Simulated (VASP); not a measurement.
# Mn (Im-3m) in VASP: density of states with PBE

Aim: the density of states of Mn with PBE.

All numbers are computed with VASP 6.6.1; they aren't measurements. Logs are shortened: lines on timing, memory, paths and dates and some standing lists are left out, and cuts for length are marked.

## Step 1: The cell of the first run

The structure is cubic, space group Im-3m (No. 229). Conventional cell: a = 3.018 Å, b = 3.018 Å, c = 3.018 Å, α = 90.00°, β = 90.00°, γ = 90.00°. Within 3.4 Å of Mn (site symmetry m-3m) lie 14 Mn at 2.61 to 3.02 Å.

## Step 2: Density of states, PBE

The input, POSCAR:

```
Mn
1.0
   -1.5088390000      1.5088390000      1.5088390000
    1.5088390000     -1.5088390000      1.5088390000
    1.5088390000      1.5088390000     -1.5088390000
Mn
1
Direct
    0.0000000000      0.0000000000      0.0000000000
```

The input, INCAR.step1:

```
ALGO     = Normal         # electronic algorithm
EDIFF    = 1E-7           # SCF threshold, eV
ENCUT    = 520            # plane-wave cutoff, eV
GGA      = PE             # functional
ISIF     = 2              # what is computed and relaxed
ISMEAR   = -1             # smearing method
LASPH    = True           # aspherical terms in the spheres
LCHARG   = True           # write CHGCAR
LMAXMIX  = 4              # l up to which the mixer works
LREAL    = False          # projectors in reciprocal space
LWAVE    = False          # write WAVECAR
NBANDS   = 12             # bands
NELM     = 60             # most SCF steps
PREC     = Accurate       # precision mode
SIGMA    = 0.1            # smearing width, eV
```

The input, KPOINTS.step1:

```
k-points
0
Gamma
  15 15 15
```

The input, INCAR.step2:

```
ALGO     = Normal         # electronic algorithm
EDIFF    = 1E-7           # SCF threshold, eV
ENCUT    = 520            # plane-wave cutoff, eV
GGA      = PE             # functional
ICHARG   = 11             # starting density
ISIF     = 2              # what is computed and relaxed
ISMEAR   = -5             # smearing method
LASPH    = True           # aspherical terms in the spheres
LCHARG   = False          # write CHGCAR
LMAXMIX  = 4              # l up to which the mixer works
LORBIT   = 11             # projections on sites
LREAL    = False          # projectors in reciprocal space
LWAVE    = False          # write WAVECAR
NBANDS   = 12             # bands
NEDOS    = 2001           # points of the DOS
NELM     = 60             # most SCF steps
PREC     = Accurate       # precision mode
SIGMA    = 0.1            # smearing width, eV
```

The input, KPOINTS.step2:

```
k-points
0
Gamma
  23 23 23
```

Potentials or basis: VASP PAW PBE potentials, release 64 (Mn_pv).

Launch:

```bash
$ cat potpaw_PBE.64/Mn_pv/POTCAR > POTCAR
$ cp INCAR.step1 INCAR
$ cp KPOINTS.step1 KPOINTS
$ mpirun -np 1 vasp_std > vasp.out
$ cp INCAR.step2 INCAR
$ cp KPOINTS.step2 KPOINTS
$ mpirun -np 1 vasp_std > vasp.out
```

OUTCAR:

```text
EDIFF = 1E-7
   ENCUT = 520
   GGA = PE
   ICHARG = 11
   ISIF = 2
   ISMEAR = -5
   LASPH = True
   LORBIT = 11
   LREAL = False
   NELM = 60
   PREC = Accurate

 ion  position               nearest neighbor table
   1  0.000  0.000  0.000-

  LATTYP: Found a body centered cubic cell.
 ALAT       =     3.0176780000

  Lattice vectors:

 A1 = (  -1.5088390000,   1.5088390000,   1.5088390000)
 A2 = (   1.5088390000,  -1.5088390000,   1.5088390000)
 A3 = (   1.5088390000,   1.5088390000,  -1.5088390000)

Analysis of symmetry for initial positions (statically):
=====================================================================
 Subroutine PRICEL returns:
 Original cell was already a primitive cell.

 Routine SETGRP: Setting up the symmetry group for a
 body centered cubic supercell.

 Subroutine GETGRP returns: Found 48 space group operations
 (whereof 48 operations were pure point group operations)
 out of a pool of 48 trial point group operations.

The static configuration has the point symmetry O_h .

Analysis of symmetry for dynamics (positions and initial velocities):
=====================================================================
 Subroutine PRICEL returns:
 Original cell was already a primitive cell.

 Routine SETGRP: Setting up the symmetry group for a
 body centered cubic supercell.

 Subroutine GETGRP returns: Found 48 space group operations
 (whereof 48 operations were pure point group operations)
 out of a pool of 48 trial point group operations.

The dynamic configuration has the point symmetry O_h .

 Subroutine INISYM returns: Found 48 space group operations
 (whereof 48 operations are pure point group operations),
 and found     1 'primitive' translations

----------------------------------------------------------------------------------------

                                     Primitive cell

  volume of cell :      13.7401

  direct lattice vectors                    reciprocal lattice vectors
    -1.508839000  1.508839000  1.508839000     0.000000000  0.331380618  0.331380618
     1.508839000 -1.508839000  1.508839000     0.331380618  0.000000000  0.331380618
     1.508839000  1.508839000 -1.508839000     0.331380618  0.331380618  0.000000000

  length of vectors
     2.613385808  2.613385808  2.613385808     0.468642964  0.468642964  0.468642964

  position of ions in fractional coordinates (direct lattice)
     0.000000000  0.000000000  0.000000000

  ion indices of the primitive-cell ions
   primitive index   ion index
                 1           1

----------------------------------------------------------------------------------------

 KPOINTS: k-points

Automatic generation of k-mesh.
 Grid dimensions read from file:
 generate k-points for:   23   23   23

 Generating k-lattice:

  Cartesian coordinates                     Fractional coordinates (reciprocal lattice)
     0.000000000  0.014407853  0.014407853     0.043478261  0.000000000  0.000000000
     0.014407853  0.000000000  0.014407853     0.000000000  0.043478261  0.000000000
     0.014407853  0.014407853  0.000000000     0.000000000  0.000000000  0.043478261

  Length of vectors
     0.020375781  0.020375781  0.020375781

  Shift w.r.t. Gamma in fractional coordinates (k-lattice)
     0.000000000  0.000000000  0.000000000

 TETIRR: Found  14515 inequivalent tetrahedra from    73002

 Subroutine IBZKPT returns following result:
 ===========================================

 Found    364 irreducible k-points:

 Following reciprocal coordinates:
            Coordinates               Weight
  0.000000  0.000000  0.000000      1.000000
  0.043478  0.000000  0.000000     12.000000
  0.086957  0.000000  0.000000     12.000000
  0.130435  0.000000  0.000000     12.000000
  0.173913  0.000000  0.000000     12.000000
  0.217391  0.000000  0.000000     12.000000
[... 16 lines left out ...]
  0.478261  0.043478  0.000000     24.000000
  0.086957  0.086957  0.000000     24.000000
 [... further k-points ...]
   k-points           NKPTS =    364   k-points in BZ     NKDIM =    364   number of bands    NBANDS=     12
   number of dos      NEDOS =   2001   number of ions     NIONS =      1
   total plane-waves  NPLWV =   8000
   dimension x,y,z NGX =    20 NGY =   20 NGZ =   20
   dimension x,y,z NGXF=    40 NGYF=   40 NGZF=   40
   ions per type =               1
   NGX,Y,Z   is equivalent  to a cutoff of  12.72, 12.72, 12.72 a.u.
   NGXF,Y,Z  is equivalent  to a cutoff of  25.45, 25.45, 25.45 a.u.
 SYSTEM =  unknown system
   PREC   = accura    normal or accurate (medium, high low for compatibility)
   ISTART =      0    job   : 0-new  1-cont  2-samecut
   ICHARG =     11    charge: 1-file 2-atom 10-const
   ISPIN  =      1    spin polarized calculation?
   LNONCOLLINEAR =      F non collinear calculations
   LSORBIT =      F    spin-orbit coupling
   LASPH  =      T    aspherical Exc in radial PAW
   ENCUT  =  520.0 eV  38.22 Ry    6.18 a.u.   4.86  4.86  4.86*2*pi/ulx,y,z
   NELM   =     60;   NELMIN=  2; NELMDL=  0     # of ELM steps
   EDIFF  = 0.1E-06   stopping-criterion for ELM
   LREAL  =      F    real-space projection
   EDIFFG = 0.1E-05   stopping-criterion for IOM
   NSW    =      0    number of steps for IOM
   IBRION =     -1    ionic relax: 0-MD 1-quasi-New 2-CG
   NFREE  =      0    steps in history (QN), initial steepest desc. (CG)
   ISIF   =      2    stress and relaxation
   ISYM   =      2    0-nonsym 1-usesym 2-fastsym
   POTIM  = 0.5000    time-step for ionic-motion
   TEBEG  =    0.0;   TEEND  =   0.0 temperature during run
   PSTRESS=    0.0 pullay stress
   NELECT =      13.0000    total number of electrons
   NUPDOWN=      -1.0000    fix difference up-down
   EMIN   =  10.00;   EMAX   =-10.00  energy-range for DOS
   EFERMI =   0.00;   METHOD = LEGACY
   ISMEAR =    -5;   SIGMA  =   0.10  broadening in eV -4-tet -1-fermi 0-gaus
   EFERMI_NEDOS =   21; number of points for ismear=-14 and -15
   IALGO  =     38    algorithm
   IMIX   =      4    mixing-type and parameters
     AMIX     =   0.40;   BMIX     =  1.00
     AMIX_MAG =   1.60;   BMIX_MAG =  1.00
  volume/ion in A,a.u.               =      13.74        92.72
  Fermi-wavevector in a.u.,A,eV,Ry     =   1.607162  3.037096 35.143446  2.582970
  Thomas-Fermi vector in A             =   2.703235
   LORBIT       =     11    0 simple, 1 ext, 2 COOP (PROOUT), +10 PAW based schemes
   GGA     = PE    functional components
   LHFCALC =     F    Hartree Fock is set to
   AEXX    =    0.0000 exact exchange contribution
   IVDW    =     0    specifies the selected vdW correction
   LEPSILON=     F    determine dielectric tensor
   LRPA    =     F    only Hartree local field effects (RPA)
 non-spin polarized calculation
 Fermi weights with tetrahedron method with Bloechl corrections
  energy-cutoff  :      520.00
  volume of cell :       13.74
 maximum number of plane-waves:       382

 number of electron      12.9999997 magnetization

 Free energy of the ion-electron system (eV)
  ---------------------------------------------------
  ext. energy  EPLUGINS =         0.00000000
  ---------------------------------------------------
  free energy    TOTEN  =        -8.38294354 eV

  energy without entropy =       -8.38294354  energy(sigma->0) =       -8.38294354

 E-fermi :   7.6381     XC(G=0): -12.5991

 val. band max:        7.7058843783   @ k =   0.4783   0.0435   0.0000
 cond. band min:       7.6215893478   @ k =  -0.4348   0.4348   0.3043
 fundamental gap:     -0.0842950305
 Fermi energy:         7.6380573370

 k-point     1 :       0.0000    0.0000    0.0000
  band No.  band energies     occupation
      1     -40.3876      2.00000
      2     -40.3876      2.00000
      3     -40.3876      2.00000
      4       0.1961      2.00000
      5       6.4867      2.00000
      6       6.4867      2.00000
      7       6.4867      2.00000
      8       7.8776      0.00000
      9       7.8776      0.00000
     10      29.3236      0.00000
     11      29.3236      0.00000
     12      29.3236      0.00000

 k-point     2 :       0.0435    0.0000    0.0000
  band No.  band energies     occupation
      1     -40.3939      2.00000
      2     -40.3897      2.00000
      3     -40.3876      2.00000
      4       0.2656      2.00000
      5       6.4662      2.00000
      6       6.4844      2.00000
      7       6.5249      2.00000
      8       7.8558      0.00000
      9       7.8791      0.00000
     10      28.9538      0.00000
     11      29.2574      0.00000
     12      29.3095      0.00000

 k-point     3 :       0.0870    0.0000    0.0000
  band No.  band energies     occupation
      1     -40.4124      2.00000
      2     -40.3959      2.00000
      3     -40.3876      2.00000
      4       0.4718      2.00000
      5       6.4068      2.00000
      6       6.4742      2.00000
      7       6.6377      2.00000
      8       7.7982     -0.00341
      9       7.8839      0.00000
     10      27.9654      0.00000
     11      29.0078      0.00000
     12      29.2706      0.00000
[... 286 lines left out ...]
 k-point    23 :       0.4783    0.0435    0.0000
  band No.  band energies     occupation
      1     -40.7196      2.00000
      2     -40.5019      2.00000
      3     -40.3897      2.00000
      4       3.9648      2.00000
      5       5.4756      2.00000
      6       7.7059      1.18392
      7       7.8367      0.00000
      8       8.2939      0.00000
      9       9.1970      0.00000
     10      14.5605      0.00000
     11      23.5064      0.00000
     12      25.1718      0.00000

 k-point    24 :       0.0870    0.0870    0.0000
  band No.  band energies     occupation
      1     -40.4585      2.00000
      2     -40.4046      2.00000
      3     -40.3936      2.00000
      4       1.0053      2.00000
      5       6.3039      2.00000
      6       6.3632      2.00000
      7       6.9515      2.00000
      8       7.6741      0.34101
      9       7.9162      0.00000
     10      26.2868      0.00000
     11      27.2676      0.00000
     12      29.7049      0.00000

 [... further k-points ...]
[... 5 lines left out ...]
  --------------------------------------------------------------------------------------
  -------------------------------------------------------------------------------------
  Total       -3.8642993     -3.8642993     -3.8642993     -0.0000000      0.0000000     -0.0000000
  in kB     -450.6015164   -450.6015164   -450.6015164     -0.0000000      0.0000000     -0.0000000
  external PRESSURE =    -450.6015164 kB  Pullay stress =       0.0000000 kB

 VOLUME and BASIS-vectors are now :
 -----------------------------------------------------------------------------
  energy-cutoff  :      520.00
  volume of cell :       13.74
      direct lattice vectors                 reciprocal lattice vectors
    -1.508839000  1.508839000  1.508839000     0.000000000  0.331380618  0.331380618
     1.508839000 -1.508839000  1.508839000     0.331380618  0.000000000  0.331380618
     1.508839000  1.508839000 -1.508839000     0.331380618  0.331380618  0.000000000

 POSITION                                       TOTAL-FORCE (eV/Angst)
 -----------------------------------------------------------------------------------
      0.00000      0.00000      0.00000         0.000000      0.000000      0.000000
 -----------------------------------------------------------------------------------
    total drift:                               -0.000000     -0.000000      0.000000

  FREE ENERGIE OF THE ION-ELECTRON SYSTEM (eV)
  ---------------------------------------------------
  free  energy   TOTEN  =        -8.3829435372 eV

  energy  without entropy=       -8.3829435372  energy(sigma->0) =       -8.38294354

 total charge

# of ion       s       p       d       tot
------------------------------------------
    1        0.336   6.269   4.976  11.581
```

It took 96 s on 1 thread of Intel Xeon Platinum 8259CL at 2.50GHz (Skylake/Cascade Lake), shared host; peak memory 0.19 GiB.

Results:

```yaml
Valence_electrons_inside_the_program's_atomic_spheres: Mn 11.58
```

Caveat: the run has no spin polarisation, though such a crystal can be magnetic; tetrahedron occupations give inexact forces and stress in metals. Spin polarisation is off, so any magnetic state and its effect on volume and gap are missing.
